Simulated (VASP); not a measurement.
Input of a VASP 6.6.1 run:

INCAR

```
SYSTEM = Bi
ALGO = Normal ; EDIFF = 1E-7
ENCUT = 520 ; GGA = CA
ISIF = 2 ; ISMEAR = -1
LASPH = .True. ; LCHARG = .False.
LREAL = .False. ; LWAVE = .False.
NBANDS = 14 ; NELM = 80
PREC = Accurate ; SIGMA = 0.1
```

Contents of KPOINTS:

```
k-points
0
Gamma
  11 11 11
  0 0 0
```

Contents of POSCAR:

```
Bi
1.0
    3.0622699068      0.0000000000      0.0000000000
    0.0000000000      3.0622699068      0.0000000000
    0.0000000000      0.0000000000      3.0622699068
Bi
1
Direct
    0.0000000000      0.0000000000      0.0000000000
```

Potentials or basis: VASP PAW LDA potentials, release 64 (Bi_d).

Launch:

```console
$ cat potpaw_LDA.64/Bi_d/POTCAR > POTCAR
$ mpirun -np 1 vasp_std > vasp.out
```

Task: What does it give for the pressure?

Result: 10.3 GPa.
